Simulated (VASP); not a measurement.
# Pt (Fm-3m) in VASP: notebook, part 2 of 2

VASP 6.6.1. The steps go on from the part before.

## Step 4: Single point, r2SCAN

Input file POSCAR:

```
Pt
1.0
    0.0000000000      1.9705765473      1.9705765473
    1.9705765473      0.0000000000      1.9705765473
    1.9705765473      1.9705765473      0.0000000000
Pt
1
Direct
    0.0000000000      0.0000000000      0.0000000000
```

Input file INCAR.step1:

```
SYSTEM = Pt
ALGO = Normal
EDIFF = 1E-4
ENCUT = 520
GGA = PE
ISMEAR = -1
LASPH = .True.
LCHARG = .False.
LREAL = .False.
LWAVE = .True.
NBANDS = 11
NELM = 80
PREC = Accurate
SIGMA = 0.1
```

Input file INCAR.step2:

```
SYSTEM = Pt
ALGO = Normal
EDIFF = 1E-7
ENCUT = 520
ISIF = 2
ISMEAR = -1
ISTART = 1
LASPH = .True.
LCHARG = .True.
LELF = .True.
LMIXTAU = .True.
LREAL = .False.
LVHAR = .True.
LWAVE = .False.
METAGGA = R2SCAN
NBANDS = 11
NELM = 80
PREC = Accurate
SIGMA = 0.1
```

Input file KPOINTS:

```
k-points
0
Gamma
  14 14 14
  0 0 0
```

Potentials or basis: VASP PAW PBE potentials, release 64 (Pt).

Command:

```bash
$ cat potpaw_PBE.64/Pt/POTCAR > POTCAR
$ cp INCAR.step1 INCAR
$ mpirun -np 1 vasp_std > vasp.out
$ cp INCAR.step2 INCAR
$ mpirun -np 1 vasp_std > vasp.out
```

OUTCAR:

```text
SYSTEM = Pt
   EDIFF = 1E-7
   ENCUT = 520
   ISIF = 2
   ISMEAR = -1
   ISTART = 1
   LASPH = .True.
   LREAL = .False.
   METAGGA = R2SCAN
   NELM = 80
   PREC = Accurate

 ion  position               nearest neighbor table
   1  0.000  0.000  0.000-

  LATTYP: Found a face centered cubic cell.
 ALAT       =     3.9411530946

  Lattice vectors:

 A1 = (   0.0000000000,   1.9705765473,   1.9705765473)
 A2 = (   1.9705765473,   0.0000000000,   1.9705765473)
 A3 = (   1.9705765473,   1.9705765473,   0.0000000000)

Analysis of symmetry for initial positions (statically):
=====================================================================
 Subroutine PRICEL returns:
 Original cell was already a primitive cell.

 Routine SETGRP: Setting up the symmetry group for a
 face centered cubic supercell.

 Subroutine GETGRP returns: Found 48 space group operations
 (whereof 48 operations were pure point group operations)
 out of a pool of 48 trial point group operations.

The static configuration has the point symmetry O_h .

Analysis of symmetry for dynamics (positions and initial velocities):
=====================================================================
 Subroutine PRICEL returns:
 Original cell was already a primitive cell.

 Routine SETGRP: Setting up the symmetry group for a
 face centered cubic supercell.

 Subroutine GETGRP returns: Found 48 space group operations
 (whereof 48 operations were pure point group operations)
 out of a pool of 48 trial point group operations.

The dynamic configuration has the point symmetry O_h .

 Subroutine INISYM returns: Found 48 space group operations
 (whereof 48 operations are pure point group operations),
 and found     1 'primitive' translations

----------------------------------------------------------------------------------------

                                     Primitive cell

  volume of cell :      15.3042

  direct lattice vectors                    reciprocal lattice vectors
[... 111 lines left out ...]
   LHFCALC =     F    Hartree Fock is set to
   AEXX    =    0.0000 exact exchange contribution
   IVDW    =     0    specifies the selected vdW correction
   LEPSILON=     F    determine dielectric tensor
   LRPA    =     F    only Hartree local field effects (RPA)
 non-spin polarized calculation
  energy-cutoff  :      520.00
  volume of cell :       15.30
 maximum number of plane-waves:       428
 NGX is ok and might be reduce to    24
   NGX = 11   NGY = 11   NGZ = 11

 number of electron      10.0000001 magnetization

 Free energy of the ion-electron system (eV)
  ---------------------------------------------------
  ext. energy  EPLUGINS =         0.00000000
  ---------------------------------------------------
  free energy    TOTEN  =       -51.53500993 eV

  energy without entropy =      -51.48468132  energy(sigma->0) =      -51.50984563

 E-fermi :  10.7317     XC(G=0): -14.5312

 val. band max:       10.7136140829   @ k =  -0.3571   0.3571   0.1429
 cond. band min:      10.7584636728   @ k =   0.5000   0.0000   0.0000
 fundamental gap:      0.0448495898
 Fermi energy:        10.7316561866

 k-point     1 :       0.0000    0.0000    0.0000
  band No.  band energies     occupation
      1       0.4093      2.00000
      2       6.9116      2.00000
      3       6.9116      2.00000
      4       6.9116      2.00000
      5       9.0239      2.00000
      6       9.0239      2.00000
      7      26.2578      0.00000
      8      31.3424      0.00000
      9      31.3424      0.00000
     10      31.3424      0.00000
     11      37.1603      0.00000
[... 309 lines left out ...]
 k-point    24 :       0.2857    0.1429    0.0000
  band No.  band energies     occupation
      1       3.0075      2.00000
      2       5.8364      2.00000
      3       7.2371      2.00000
      4       7.8403      2.00000
      5       8.9828      2.00000
      6       9.8206      1.99978
      7      25.6612      0.00000
      8      28.9482      0.00000
      9      30.3981      0.00000
     10      31.9373      0.00000
     11      35.9375      0.00000

 [... further k-points ...]

------------------------ aborting loop because EDIFF is reached ----------------------------------------

  FORCE on cell =-STRESS in cart. coord.  units (eV):
  Direction    XX          YY          ZZ          XY          YZ          ZX
  --------------------------------------------------------------------------------------
  -------------------------------------------------------------------------------------
  Total        0.0662023      0.0662023      0.0662023     -0.0000000     -0.0000000      0.0000000
  in kB        6.9306511      6.9306511      6.9306511     -0.0000000     -0.0000000      0.0000000
  external PRESSURE =       6.9306511 kB  Pullay stress =       0.0000000 kB

 VOLUME and BASIS-vectors are now :
 -----------------------------------------------------------------------------
  energy-cutoff  :      520.00
  volume of cell :       15.30
      direct lattice vectors                 reciprocal lattice vectors
     0.000000000  1.970576547  1.970576547    -0.253732848  0.253732848  0.253732848
     1.970576547  0.000000000  1.970576547     0.253732848 -0.253732848  0.253732848
     1.970576547  1.970576547  0.000000000     0.253732848  0.253732848 -0.253732848

 POSITION                                       TOTAL-FORCE (eV/Angst)
 -----------------------------------------------------------------------------------
      0.00000      0.00000      0.00000         0.000000     -0.000000     -0.000000
 -----------------------------------------------------------------------------------
    total drift:                               -0.000000      0.000000     -0.000000

  FREE ENERGIE OF THE ION-ELECTRON SYSTEM (eV)
  ---------------------------------------------------
  free  energy   TOTEN  =       -51.5350099322 eV

  energy  without entropy=      -51.4846813241  energy(sigma->0) =      -51.50984563
```

OSZICAR.step1:

```text
N       E                     dE             d eps       ncg     rms          rms(c)
DAV:   1     0.398954944530E+02    0.39895E+02   -0.52638E+03  2328   0.839E+02
DAV:   2    -0.585527188499E+01   -0.45751E+02   -0.43912E+02  2629   0.177E+02
DAV:   3    -0.650200030308E+01   -0.64673E+00   -0.64084E+00  2649   0.199E+01
DAV:   4    -0.650447681938E+01   -0.24765E-02   -0.24763E-02  2597   0.147E+00
DAV:   5    -0.650449694570E+01   -0.20126E-04   -0.20126E-04  2692   0.121E-01    0.124E+01
DAV:   6    -0.616848112013E+01    0.33602E+00   -0.78051E-01  2471   0.700E+00    0.658E+00
DAV:   7    -0.613148086474E+01    0.37000E-01   -0.13611E-01  2630   0.286E+00    0.251E+00
DAV:   8    -0.612828210512E+01    0.31988E-02   -0.48263E-03  2510   0.599E-01    0.513E-01
DAV:   9    -0.612813364911E+01    0.14846E-03   -0.71244E-05  2029   0.773E-02    0.415E-02
DAV:  10    -0.612813730911E+01   -0.36600E-05   -0.33866E-06  1279   0.148E-02
   1 F= -.61281373E+01 E0= -.61016681E+01  d E =-.529383E-01
```

Wall time 48 s (1 thread of AMD EPYC 7R13, shared host); peak memory 0.16 GiB.

Results:

- Free energy: -51.5350 eV
- Pressure: 0.7 GPa
- Band gap on the k mesh: zero (band 5 reaches 11.25 eV, above the bottom of band 6 at 8.92 eV)

Caveat: the PAW data sets were made with another functional, which shifts forces and pressure a little; spin-orbit coupling is left out, which moves the levels of the heavy elements.

## Step 5: Single point, r2SCAN

POSCAR is that of step 4.

Input file INCAR.step1:

```
SYSTEM = Pt
PREC = Accurate ; ENCUT = 520
ISMEAR = -1 ; SIGMA = 0.01
LREAL = .False. ; LASPH = .True.
NELM = 100 ; NBANDS = 11
GGA = PE ; ALGO = Normal
EDIFF = 1E-4 ; LWAVE = .True.
LCHARG = .False.
```

Input file INCAR.step2:

```
SYSTEM = Pt
PREC = Accurate ; ENCUT = 520
EDIFF = 1E-7 ; ISMEAR = -1
SIGMA = 0.01 ; LREAL = .False.
LASPH = .True. ; NELM = 100
ALGO = Normal ; ISIF = 2
LWAVE = .False. ; LCHARG = .True.
METAGGA = R2SCAN ; LMIXTAU = .True.
LELF = .True. ; LVHAR = .True.
NBANDS = 11 ; ISTART = 1
```

Input file KPOINTS:

```
Automatic mesh
0
Gamma
  14 14 14
  0 0 0
```

Command:

```bash
$ cat potpaw_PBE.64/Pt/POTCAR > POTCAR
$ cp INCAR.step1 INCAR
$ mpirun -np 1 vasp_std > vasp.out
$ cp INCAR.step2 INCAR
$ mpirun -np 1 vasp_std > vasp.out
```

Run time: 52 s. Hardware: 1 thread of AMD EPYC 7R13, shared host; peak memory 0.16 GiB.

The run converged. Its results:

| Property | Result |
| --- | --- |
| Free energy | -51.5087 eV |
| Pressure | 0.2 GPa |
| Band gap on the k mesh | zero (band 5 reaches 11.24 eV, above the bottom of band 6 at 8.92 eV) |

Levels at points of the mesh, in eV from the Fermi level:
| k point | band 1 | band 2 | band 3 | band 4 | band 5 | band 6 | band 7 | band 8 | band 9 | band 10 |
| --- | --- | --- | --- | --- | --- | --- | --- | --- | --- | --- |
| (0.00, 0.00, 0.00) | -10.30 | -3.80 | -3.80 | -3.80 | -1.68 | -1.68 | 15.55 | 20.64 | 20.64 | 20.64 |
| (0.50, 0.00, 0.00) | -7.39 | -3.89 | -3.89 | -0.21 | 0.05 | 0.05 | 6.07 | 15.20 | 19.88 | 19.88 |
| (0.50, 0.50, 0.00) | -7.10 | -6.68 | -0.03 | 0.54 | 0.54 | 2.01 | 9.21 | 12.01 | 12.01 | 21.14 |

Caveat: the PAW data sets were made with another functional, which shifts forces and pressure a little; spin-orbit coupling is left out, which moves the levels of the heavy elements.

## Step 6: The runs side by side

| k mesh | smearing | gap on the mesh (eV) | pressure (GPa) |
| --- | --- | --- | --- |
| 11 × 11 × 11 | fermi-dirac 0.1 eV | none | 0.5 |
| 14 × 14 × 14 | fermi-dirac 0.1 eV | none | 0.7 |
| 14 × 14 × 14 | fermi-dirac 0.01 eV | none | 0.2 |

Alike in all rows: task single point; level r2SCAN; potentials or basis VASP PAW PBE potentials, release 64 (Pt); no spin polarisation; cell as given; cutoff (eV) 520.

Every run on the cell as given and a fine mesh finds a metal.

Caveats: the PAW data sets were made with another functional, which shifts forces and pressure a little; spin-orbit coupling is left out, which moves the levels of the heavy elements.

Absolute energies hang on the potentials; compare differences alone.
